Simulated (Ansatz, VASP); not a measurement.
One calculation of Co, two programs

Contents of INCAR:

```
SYSTEM = Co
PREC     = Accurate       ! precision mode
ENCUT    = 600            ! plane-wave cutoff, eV
EDIFF    = 1E-6           ! SCF threshold, eV
ISMEAR   = -1             ! smearing method
SIGMA    = 0.1            ! smearing width, eV
LREAL    = .False.        ! projectors in reciprocal space
LASPH    = .True.         ! aspherical terms in the spheres
NELM     = 120            ! most SCF steps
ALGO     = Normal         ! electronic algorithm
ISIF     = 2              ! what is computed and relaxed
LWAVE    = .False.        ! write WAVECAR
LCHARG   = .False.        ! write CHGCAR
GGA      = PE             ! functional
NBANDS   = 10             ! bands
GGA_COMPAT= .False.
```

Contents of KPOINTS:

```
regular mesh
0
Gamma
  18 18 18
  0 0 0
```

POSCAR

```
Co
1.0
    0.0000000000      1.7289085830      1.7289085830
    1.7289085830      0.0000000000      1.7289085830
    1.7289085830      1.7289085830      0.0000000000
Co
1
Direct
    0.0000000000      0.0000000000      0.0000000000
```

Input for Ansatz:

```yaml
crystal:
  lattice:
    - [0.0, 1.728908583, 1.728908583]
    - [1.728908583, 0.0, 1.728908583]
    - [1.728908583, 1.728908583, 0.0]
  atoms:
    - { symbol: Co, position: [0.0, 0.0, 0.0] }
hamiltonian:
  xc: pbe
  pseudopotentials:
    kind: paw
    azcp:
      Co: "pseudopotentials/Co.paw.azcp"
basis:
  ecutwfc: 420
  fft_grid_basis: typed
kpoints:
  mp_grid: { grid: [18, 18, 18], shift: [0, 0, 0] }
magnetization:
  spin_polarized: false
scf:
  occupations: { method: fermi_dirac, width: 0.1 }
  lower_state_search: "off"
output:
  stress: true
  write_density: true
  write_potential: true
  elf: true
  volumetric_format: npy
```

Alike in both runs: task single point; functional PBE; k mesh 18 × 18 × 18; occupations fermi-dirac, width 0.1 eV; no spin polarisation.

```csv
,VASP,Ansatz
version,VASP 6.6.1,Ansatz 0.2.0
potentials or method,"VASP PAW PBE potentials, release 64 (Co), cutoff 600 eV","plane waves (420 eV) with PAW, scalar-relativistic"
valence electrons in the cell,9,17
```

|  | VASP | Ansatz | Ansatz less VASP |
| --- | --- | --- | --- |
| pressure (GPa) | -0.9 | 0.0 | +0.84 |

VASP's potentials hold 9 valence electrons a cell and Ansatz's 17, so a difference there can come from the potentials and not from the codes.
